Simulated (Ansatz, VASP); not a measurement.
# Os in VASP and in Ansatz

INCAR

```
SYSTEM = Os
  PREC = Accurate
  ENCUT = 520
  EDIFF = 1E-6
  ISMEAR = -1
  SIGMA = 0.08
  LREAL = .False.
  LASPH = .True.
  NELM = 80
  ALGO = Normal
  ISIF = 2
  LWAVE = .False.
  LCHARG = .False.
  GGA = PE
  NBANDS = 15
```

The input KPOINTS:

```
Automatic mesh
0
Gamma
  18 18 10
  0 0 0
```

Contents of POSCAR:

```
Os
1.0
    2.4094611552      0.0000000000      0.0000000000
   -1.2047305776      2.0866545698      0.0000000000
    0.0000000000      0.0000000000      3.8626481808
Os
2
Direct
    0.3333333333      0.6666666667      0.2500000000
    0.6666666667      0.3333333333      0.7500000000
```

Input for Ansatz:

```yaml
crystal:
  lattice:
    - [2.4094611552, 0.0, 0.0]
    - [-1.2047305776, 2.0866545698, 0.0]
    - [0.0, 0.0, 3.8626481808]
  atoms:
    - { symbol: Os, position: [0.3333333333, 0.6666666667, 0.25] }
    - { symbol: Os, position: [0.6666666667, 0.3333333333, 0.75] }
kpoints:
  mp_grid: { grid: [18, 18, 10] }
scf:
  occupations: { method: fermi_dirac, width: 0.08 }
hamiltonian:
  xc: pbe
  pseudopotentials: { kind: all_electron, lapw: { basis_error: 0.001 } }
output:
  forces: true
  stress: true
  eigenvalues: true
  populations: true
```

Change from the starting cell: volume scaled by 0.68, LAPW.

Alike in both runs: task single point; functional PBE; k mesh 18 × 18 × 10; occupations fermi-dirac, width 0.08 eV; no spin polarisation.

|  | VASP | Ansatz |
| --- | --- | --- |
| version | VASP 6.6.1 | Ansatz 0.2.0 |
| potentials or method | VASP PAW PBE potentials, release 64 (Os), cutoff 520 eV | all-electron LAPW, scalar-relativistic |

VASP gave:

```
pressure (GPa)                                                : 389.7
traceless stress, the component that is largest in VASP (GPa) : -0.47
```

**Question.** Estimate Ansatz's values.

**Answer.** Pressure (GPa): 370.1; traceless stress, the component that is largest in VASP (GPa): -0.03.

Both programs put the cell under a high pressure, so it lies far from rest at this level. Ansatz ran all-electron here, and VASP with PAW potentials.

Spin-orbit coupling is off throughout. Noted on VASP's run: the cell as given lies far from equilibrium.
